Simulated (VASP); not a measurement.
Ti3C2:

```xyz
10
Lattice="3.0666 0.0000 0.0000 -1.5333 2.6558 0.0000 0.0000 0.0000 15.1172" Properties=species:S:1:pos:R:3 pbc="T T T"
Ti    0.0000    1.7705   12.7570
Ti    1.5333    0.8853    5.1985
Ti    1.5333    0.8853    2.3601
Ti    0.0000    1.7705    9.9187
Ti    0.0000    0.0000    0.0000
Ti    0.0000    0.0000    7.5586
C     1.5333    0.8853   13.8186
C     0.0000    1.7705    6.2601
C     1.5333    0.8853    8.8571
C     0.0000    1.7705    1.2985
```

```yaml
Program: VASP 6.6.1
Task: relaxation of cell and atoms
Functional: LDA
Potentials_or_basis: VASP PAW LDA potentials, release 64 (Ti_sv, C)
Cutoff: 600 eV
k_mesh: 8 × 8 × 2
Occupations: fermi-dirac, width 0.3 eV
Spin: no spin polarisation
```

At the start: pressure -7.6 GPa; volume 12.31 Å³/atom.

How do energy, volume and symmetry change on relaxing?

Over 10 steps the energy falls by 11.8 meV/atom and the volume is 11.78 Å³/atom (-4.3 %); space group P6_3/mmc (No. 194, to 0.05 Å).

Step by step:
```tsv
step	energy change (eV)	largest force (eV/Å)	pressure (GPa)	volume (Å³)
1	0.0000	0.3484	-7.56	123.12
2	0.1309	1.1729	12.39	113.06
3	-0.1077	0.2140	-0.34	118.94
4	-0.1077	0.2262	-0.21	118.86
5	-0.1150	0.0926	-0.05	118.35
6	-0.1155	0.0913	0.01	118.18
7	-0.1170	0.0593	-0.11	118.11
8	-0.1178	0.0279	-0.27	118.00
9	-0.1173	0.0380	0.57	117.53
10	-0.1179	0.0063	0.01	117.84
```

Final structure:
```cif
data_structure
_symmetry_space_group_name_H-M 'P 1'
_symmetry_Int_Tables_number 1
_cell_length_a 3.0257
_cell_length_b 3.0257
_cell_length_c 14.8632
_cell_angle_alpha 90.000
_cell_angle_beta 90.000
_cell_angle_gamma 120.000
_cell_volume 117.84
loop_
_atom_site_label
_atom_site_type_symbol
_atom_site_fract_x
_atom_site_fract_y
_atom_site_fract_z
_atom_site_occupancy
Ti1 Ti 0.33333 0.66667 0.84285 1
Ti2 Ti 0.66667 0.33333 0.34285 1
Ti3 Ti 0.66667 0.33333 0.15715 1
Ti4 Ti 0.33333 0.66667 0.65715 1
Ti5 Ti 0.00000 0.00000 0.00000 1
Ti6 Ti 0.00000 0.00000 0.50000 1
C1 C 0.66667 0.33333 0.91392 1
C2 C 0.33333 0.66667 0.41392 1
C3 C 0.66667 0.33333 0.58608 1
C4 C 0.33333 0.66667 0.08608 1
```
